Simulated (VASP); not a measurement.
# CdS (Fm-3m) in VASP: settings compared, part 2 of 2

VASP 6.6.1. Earlier steps stand in the parts before.

**3. Single point, PBE**

File INCAR:

```
  PREC = Accurate
  ENCUT = 520
  EDIFF = 1E-6
  ISMEAR = 0
  SIGMA = 0.01
  LREAL = False
  LASPH = True
  NELM = 100
  ALGO = Normal
  ISIF = 2
  LWAVE = False
  LCHARG = False
  GGA = PE
  NBANDS = 16
```

File KPOINTS:

```
regular mesh
0
Gamma
  6 6 6
```

File POSCAR:

```
CdS
1.0
    0.0000000000      2.7267765504      2.7267765504
    2.7267765504      0.0000000000      2.7267765504
    2.7267765504      2.7267765504      0.0000000000
Cd S
1 1
Direct
    0.0000000000      0.0000000000      0.0000000000
    0.5000000000      0.5000000000      0.5000000000
```

Potentials or basis: VASP PAW PBE potentials, release 64 (Cd, S).

Started as:

```bash
$ cat potpaw_PBE.64/Cd/POTCAR potpaw_PBE.64/S/POTCAR > POTCAR
$ mpirun -np 1 vasp_std > vasp.out
```

OUTCAR:

```text
PREC = Accurate
   ENCUT = 520
   EDIFF = 1E-6
   ISMEAR = 0
   LREAL = False
   LASPH = True
   NELM = 100
   ISIF = 2
   GGA = PE

 ion  position               nearest neighbor table
   1  0.000  0.000  0.000-   2 2.73   2 2.73   2 2.73   2 2.73   2 2.73   2 2.73
   2  0.500  0.500  0.500-   1 2.73   1 2.73   1 2.73   1 2.73   1 2.73   1 2.73

  LATTYP: Found a face centered cubic cell.
 ALAT       =     5.4535531008

  Lattice vectors:

 A1 = (   0.0000000000,   2.7267765504,   2.7267765504)
[... 480 lines left out ...]
------------------------ aborting loop because EDIFF is reached ----------------------------------------

  FORCE on cell =-STRESS in cart. coord.  units (eV):
  Direction    XX          YY          ZZ          XY          YZ          ZX
  --------------------------------------------------------------------------------------
  -------------------------------------------------------------------------------------
  Total        0.5512247      0.5512247      0.5512247      0.0000000      0.0000000     -0.0000000
  in kB       21.7801354     21.7801354     21.7801354      0.0000000      0.0000000     -0.0000000
  external PRESSURE =      21.7801354 kB  Pullay stress =       0.0000000 kB

 VOLUME and BASIS-vectors are now :
 -----------------------------------------------------------------------------
  energy-cutoff  :      520.00
  volume of cell :       40.55
      direct lattice vectors                 reciprocal lattice vectors
     0.000000000  2.726776550  2.726776550    -0.183366694  0.183366694  0.183366694
     2.726776550  0.000000000  2.726776550     0.183366694 -0.183366694  0.183366694
     2.726776550  2.726776550  0.000000000     0.183366694  0.183366694 -0.183366694

 POSITION                                       TOTAL-FORCE (eV/Angst)
 -----------------------------------------------------------------------------------
      0.00000      0.00000      0.00000         0.000000      0.000000     -0.000000
      2.72678      2.72678      2.72678         0.000000     -0.000000      0.000000
 -----------------------------------------------------------------------------------
    total drift:                               -0.000000      0.000000      0.000000

  FREE ENERGIE OF THE ION-ELECTRON SYSTEM (eV)
  ---------------------------------------------------
  free  energy   TOTEN  =        -5.8624743413 eV

  energy  without entropy=       -5.8624743413  energy(sigma->0) =       -5.86247434
```

Run time: 28 s. Hardware: 1 thread of Intel Xeon 8259CL, shared host; peak memory 0.17 GiB.

What came out:

```yaml
Free_energy: -5.8625 eV
Pressure: 2.2 GPa
Band_gap_on_the_k_mesh: 0.25 eV, indirect (least direct gap 1.72 eV)
```

A k mesh can miss the band edges.

**4. Single point, HSE06**

POSCAR is that of step 3.

File INCAR.step1:

```
SYSTEM = CdS
  PREC = Accurate
  ENCUT = 520
  EDIFF = 1E-5
  ISMEAR = 0
  SIGMA = 0.01
  LREAL = .False.
  LASPH = .True.
  NELM = 60
  ALGO = Normal
  ISIF = 2
  LWAVE = .True.
  LCHARG = .False.
  GGA = PE
  NBANDS = 16
```

File INCAR.step2:

```
SYSTEM = CdS
  PREC = Accurate
  ENCUT = 520
  EDIFF = 1E-7
  ISMEAR = 0
  SIGMA = 0.01
  LREAL = .False.
  LASPH = .True.
  NELM = 60
  ALGO = Normal
  ISIF = 2
  LWAVE = .False.
  LCHARG = .False.
  GGA = PE
  LHFCALC = .True.
  HFSCREEN = 0.2079
  PRECFOCK = Normal
  ISTART = 1
  NBANDS = 16
```

File KPOINTS:

```
regular mesh
0
Gamma
  4 4 4
  0 0 0
```

Potentials or basis: VASP PAW PBE potentials, release 64 (Cd, S).

Started as:

```bash
$ cat potpaw_PBE.64/Cd/POTCAR potpaw_PBE.64/S/POTCAR > POTCAR
$ cp INCAR.step1 INCAR
$ mpirun -np 1 vasp_std > vasp.out
$ cp INCAR.step2 INCAR
$ mpirun -np 1 vasp_std > vasp.out
```

OUTCAR:

```text
SYSTEM = CdS
   PREC = Accurate
   ENCUT = 520
   EDIFF = 1E-7
   ISMEAR = 0
   LREAL = .False.
   LASPH = .True.
   NELM = 60
   ISIF = 2
   GGA = PE
   LHFCALC = .True.
   HFSCREEN = 0.2079
   PRECFOCK = Normal
   ISTART = 1

 ion  position               nearest neighbor table
   1  0.000  0.000  0.000-   2 2.73   2 2.73   2 2.73   2 2.73   2 2.73   2 2.73
   2  0.500  0.500  0.500-   1 2.73   1 2.73   1 2.73   1 2.73   1 2.73   1 2.73

  LATTYP: Found a face centered cubic cell.
[... 334 lines left out ...]

  FORCE on cell =-STRESS in cart. coord.  units (eV):
  Direction    XX          YY          ZZ          XY          YZ          ZX
  --------------------------------------------------------------------------------------
  -------------------------------------------------------------------------------------
  Total        0.1972470      0.1972470      0.1972470     -0.0000000      0.0000000      0.0000000
  in kB        7.7936763      7.7936763      7.7936763     -0.0000000      0.0000000      0.0000000
  external PRESSURE =       7.7936763 kB  Pullay stress =       0.0000000 kB

 VOLUME and BASIS-vectors are now :
 -----------------------------------------------------------------------------
  energy-cutoff  :      520.00
  volume of cell :       40.55
      direct lattice vectors                 reciprocal lattice vectors
     0.000000000  2.726776550  2.726776550    -0.183366694  0.183366694  0.183366694
     2.726776550  0.000000000  2.726776550     0.183366694 -0.183366694  0.183366694
     2.726776550  2.726776550  0.000000000     0.183366694  0.183366694 -0.183366694

 POSITION                                       TOTAL-FORCE (eV/Angst)
 -----------------------------------------------------------------------------------
      0.00000      0.00000      0.00000        -0.000000     -0.000000      0.000000
      2.72678      2.72678      2.72678         0.000000      0.000000     -0.000000
 -----------------------------------------------------------------------------------
    total drift:                                0.000001      0.000002      0.000001

  FREE ENERGIE OF THE ION-ELECTRON SYSTEM (eV)
  ---------------------------------------------------
  free  energy   TOTEN  =        -7.2903873619 eV

  energy  without entropy=       -7.2903873619  energy(sigma->0) =       -7.29038736
```

OSZICAR.step1:

```text
N       E                     dE             d eps       ncg     rms          rms(c)
DAV:   1     0.111872930929E+03    0.11187E+03   -0.94136E+03   256   0.107E+03
DAV:   2    -0.263666717092E+01   -0.11451E+03   -0.10616E+03   320   0.260E+02
DAV:   3    -0.638322579686E+01   -0.37466E+01   -0.37417E+01   336   0.490E+01
DAV:   4    -0.639991391716E+01   -0.16688E-01   -0.16687E-01   296   0.333E+00
DAV:   5    -0.640008069263E+01   -0.16678E-03   -0.16677E-03   320   0.313E-01    0.761E+00
DAV:   6    -0.581998823108E+01    0.58009E+00   -0.85411E-01   328   0.117E+01    0.643E+00
DAV:   7    -0.578954743612E+01    0.30441E-01   -0.19020E-01   296   0.313E+00    0.331E+00
DAV:   8    -0.578907198282E+01    0.47545E-03   -0.21102E-02   264   0.179E+00    0.334E-01
DAV:   9    -0.578885954490E+01    0.21244E-03   -0.20412E-03   328   0.643E-01    0.699E-02
DAV:  10    -0.578889681204E+01   -0.37267E-04   -0.21348E-04   296   0.166E-01    0.564E-02
DAV:  11    -0.578892407806E+01   -0.27266E-04   -0.39969E-05   296   0.695E-02    0.124E-02
DAV:  12    -0.578892124626E+01    0.28318E-05   -0.12913E-05   216   0.455E-02
   1 F= -.57889212E+01 E0= -.57889212E+01  d E =-.138128E-21
```

It took 15 min on 1 thread of Intel Xeon 8259CL, shared host; peak memory 0.27 GiB.

Results:

```
Free energy            : -7.2904 eV
Pressure               : 0.8 GPa
Band gap on the k mesh : 1.22 eV, indirect (least direct gap 2.76 eV)
```

Caveat: the k points lie up to 0.50 Å⁻¹ apart; the PAW data sets were made with another functional, which shifts forces and pressure a little. A k mesh can miss the band edges.

**5. Overview**

| level | k mesh | grid for exact exchange (PRECFOCK) | screening parameter | gap on the mesh (eV) | pressure (GPa) |
| --- | --- | --- | --- | --- | --- |
| r2SCAN | 4 × 4 × 4 | - | - | 0.70 | 0.9 |
| PBE | 6 × 6 × 6 | - | - | 0.25 | 2.2 |
| HSE06 | 4 × 4 × 4 | Normal | 0.2079 1/Å | 1.22 | 0.8 |

Alike in all rows: task single point; potentials or basis VASP PAW PBE potentials, release 64 (Cd, S); no spin polarisation; cell as given; cutoff (eV) 520; smearing gaussian 0.01 eV.

Caveats: some runs use coarse meshes; the PAW data sets were made with another functional, which shifts forces and pressure a little (some runs).

Absolute energies hang on the potentials; compare differences alone.
